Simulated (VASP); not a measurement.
Wanted: the native input for a VASP 6.6.1 run.

```
Task                   : single point
Functional             : r2SCAN
Potentials or basis    : VASP PAW PBE potentials, release 64 (Ni, Ge_d)
Cutoff                 : 520 eV
k mesh                 : 12 × 12 × 12
Occupations            : gaussian, width 0.1 eV
Spin                   : non-collinear spin, zero start, spin-orbit coupling
Starting moments       : [[0.0, 0.0, 0.0], [0.0, 0.0, 0.0], [0.0, 0.0, 0.0], [0.0, 0.0, 0.0]] μB
Dipole correction      : no
Further INCAR settings : ALGO = Normal; EDIFF = 1e-06; NBANDS = 58
```

Ni3Ge:

```xyz
4
Lattice="3.5303 0.0000 0.0000 0.0000 3.5303 0.0000 0.0000 0.0000 3.5303" Properties=species:S:1:pos:R:3 pbc="T T T"
Ni    1.7652    0.0000    1.7652
Ni    0.0000    1.7652    1.7652
Ni    1.7652    1.7652    0.0000
Ge    0.0000    0.0000    0.0000
```

The input as run:

POSCAR

```
Ni3Ge
1.0
    3.5303341067      0.0000000000      0.0000000000
    0.0000000000      3.5303341067      0.0000000000
    0.0000000000      0.0000000000      3.5303341067
Ni Ge
3 1
Direct
    0.5000000000      0.0000000000      0.5000000000
    0.0000000000      0.5000000000      0.5000000000
    0.5000000000      0.5000000000      0.0000000000
    0.0000000000      0.0000000000      0.0000000000
```

INCAR.step1

```
PREC = Accurate ; ENCUT = 520
ISMEAR = 0 ; SIGMA = 0.1
LREAL = F ; LASPH = T
NELM = 150 ; MAGMOM = 0 0 0 0 0 0 0 0 0 0 0 0
LSORBIT = T ; GGA_COMPAT = F
LMAXMIX = 4 ; NBANDS = 58
GGA = PE ; ALGO = Normal
EDIFF = 1E-4 ; LWAVE = T
LCHARG = F ; KPAR = 4
```

INCAR.step2

```
PREC = Accurate ; ENCUT = 520
EDIFF = 1E-6 ; ISMEAR = 0
SIGMA = 0.1 ; LREAL = F
LASPH = T ; NELM = 150
ALGO = Normal ; ISIF = 2
LWAVE = F ; LCHARG = F
MAGMOM = 0 0 0 0 0 0 0 0 0 0 0 0 ; LORBIT = 11
LSORBIT = T ; GGA_COMPAT = F
LORBMOM = T ; LMAXMIX = 4
METAGGA = R2SCAN ; LMIXTAU = T
NBANDS = 58 ; ISTART = 1
KPAR = 4
```

KPOINTS

```
regular mesh
0
Gamma
  12 12 12
```

Potentials or basis: VASP PAW PBE potentials, release 64 (Ni, Ge_d).

Launch:

```bash
$ cat potpaw_PBE.64/Ni/POTCAR potpaw_PBE.64/Ge_d/POTCAR > POTCAR
$ cp INCAR.step1 INCAR
$ mpirun -np 4 vasp_ncl > vasp.out
$ cp INCAR.step2 INCAR
$ mpirun -np 4 vasp_ncl > vasp.out
```

Results of the run:

The pressure is 0.9 GPa. The net moment is 0.00 μB per cell and the valence electrons inside the program's atomic spheres are Ni 9.49; Ge 12.48.

Caveat: the PAW data sets were made with another functional, which shifts forces and pressure a little.

It took 5.5 min on 4 MPI ranks on Intel(R) Xeon(R) Platinum 8559C (Emerald Rapids), on a shared host, peak memory 0.5 GiB a rank.
